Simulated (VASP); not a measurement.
Input of a VASP 6.6.1 run:

INCAR

```
SYSTEM = ZnCd3Te2
  PREC = Accurate
  ENCUT = 600
  EDIFF = 1E-6
  ISMEAR = 0
  SIGMA = 0.1
  LREAL = .FALSE.
  LASPH = .TRUE.
  NELM = 80
  ALGO = Normal
  ISIF = 3
  LWAVE = .FALSE.
  LCHARG = .FALSE.
  GGA = PE
  IBRION = 2
  NSW = 90
  EDIFFG = -0.04
```

Contents of KPOINTS:

```
Automatic mesh
0
G
  3 3 4
  0 0 0
```

The input POSCAR:

```
ZnCd3Te2
1.0
    5.9199858400      0.0000000000      0.0000000000
   -2.9599929200      5.1268581200      0.0000000000
    0.0000000000      0.0000000000      5.2379741700
Zn Cd Te
1 3 2
Direct
    0.0000000000      0.0000000000      0.5000000000
    0.5000000000      0.0000000000      0.5000000000
    0.0000000000      0.5000000000      0.5000000000
    0.5000000000      0.5000000000      0.5000000000
    0.3333333300      0.6666666700      0.1758532000
    0.6666666700      0.3333333300      0.8241468000
```

Potentials or basis: VASP PAW PBE potentials, release 64 (Zn, Cd, Te).

The run is started by

```sh
$ cat potpaw_PBE.64/Zn/POTCAR potpaw_PBE.64/Cd/POTCAR potpaw_PBE.64/Te/POTCAR > POTCAR
$ mpirun -np 1 vasp_std > vasp.out
```

Task: What does it give for the relaxed volume?

Result: 34.36 Å³/atom.

Task: Predict the space group after relaxing (to 0.1 Å).

Result: P6/mmm (No. 191).

Final structure:
```cif
data_structure
_symmetry_space_group_name_H-M 'P 1'
_symmetry_Int_Tables_number 1
_cell_length_a 7.4191
_cell_length_b 7.4191
_cell_length_c 4.3244
_cell_angle_alpha 90.000
_cell_angle_beta 90.000
_cell_angle_gamma 120.000
_cell_volume 206.14
loop_
_atom_site_label
_atom_site_type_symbol
_atom_site_fract_x
_atom_site_fract_y
_atom_site_fract_z
_atom_site_occupancy
Zn1 Zn 0.00000 0.00000 0.50000 1
Cd1 Cd 0.50000 0.00000 0.50000 1
Cd2 Cd 0.00000 0.50000 0.50000 1
Cd3 Cd 0.50000 0.50000 0.50000 1
Te1 Te 0.33333 0.66667 0.99808 1
Te2 Te 0.66667 0.33333 0.00192 1
```

Caveat: the k points lie up to 0.36 Å⁻¹ apart in the final cell, too coarse for converged energies and pressures of a metal; the volume moved by over 15 % at a fixed basis, so the end points are rough.
